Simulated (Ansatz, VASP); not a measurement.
**Na3In in VASP and in Ansatz**

```
Na In
1.0
     0.00000    3.89046    3.89046
     3.89046    0.00000    3.89046
     3.89046    3.89046    0.00000
Na In
3 1
Direct
  0.25000 0.25000 0.25000
  0.75000 0.75000 0.75000
  0.50000 0.50000 0.50000
  0.00000 0.00000 0.00000
```

Alike in both runs: task single point; functional LDA; k mesh 4 × 4 × 4; no spin polarisation.

|  | VASP | Ansatz |
| --- | --- | --- |
| version | VASP 6.6.1 | Ansatz 0.2.0 |
| potentials or method | VASP PAW LDA potentials, release 64 (Na_pv, In_d) | plane waves, PAW |
| plane-wave cutoff (eV) | 500 | 420 |
| occupations | gaussian, width 0.1 eV | gaussian |
| valence electrons in the cell | 34 | 40 |

```tsv
	VASP	Ansatz	Ansatz less VASP
pressure (GPa)	-1.5	-1.5	-0.01
```

LDA's correlation is that of Perdew and Zunger in VASP and of Perdew and Wang (1992) in Ansatz. VASP's potentials hold 34 valence electrons a cell and Ansatz's 40, so a difference there can come from the potentials and not from the codes.
